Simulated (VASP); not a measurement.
Hf4H3, 7 atoms in the cell. It takes space group P-42m (No. 111, tetragonal). Conventional cell: a = 4.596 Å, b = 4.596 Å, c = 4.698 Å, α = 90.00°, β = 90.00°, γ = 90.00°. Hf (site symmetry m) has 3 H at 2.00 to 2.06 Å within 2.7 Å. H (site symmetry -42m) has 4 Hf at 2.06 Å and 2 H at 2.35 Å within 2.7 Å. Within 2.7 Å of H (site symmetry -42m) lie 4 Hf at 2.01 Å and 2 H at 2.35 Å. Within 2.7 Å of H (site symmetry -42m) lie 4 Hf at 2.00 Å. The cell was generated, and may not be a known phase.

```yaml
Program: VASP 6.6.1
Task: relaxation of cell and atoms
Functional: PBE
Potentials_or_basis: VASP PAW PBE potentials, release 64 (Hf_pv, H)
Cutoff: 600 eV
k_mesh: 8 × 8 × 8
Occupations: gaussian, width 0.1 eV
Spin: no spin polarisation
Dipole_correction: no
Further_INCAR_settings: ALGO = Normal; EDIFF = 1e-07; IBRION = 2; EDIFFG = -0.01; NSW = 100; ISIF = 3
```

Potentials or basis: VASP PAW PBE potentials, release 64 (Hf_pv, H).

The run is started by

```console
$ cat potpaw_PBE.64/Hf_pv/POTCAR potpaw_PBE.64/H/POTCAR > POTCAR
$ mpirun -np 1 vasp_std > vasp.out
```

Hardware: 1 thread of Intel(R) Xeon(R) Platinum 8488C (Sapphire Rapids), with other jobs on the host.

**Question.** Estimate the wall time of this run.

**Answer.** Run time: 10 min on 1 thread of Intel(R) Xeon(R) Platinum 8488C (Sapphire Rapids), on a shared host, peak memory 0.38 GiB. Counts: scf iterations 46, k points 75, ion steps 5.
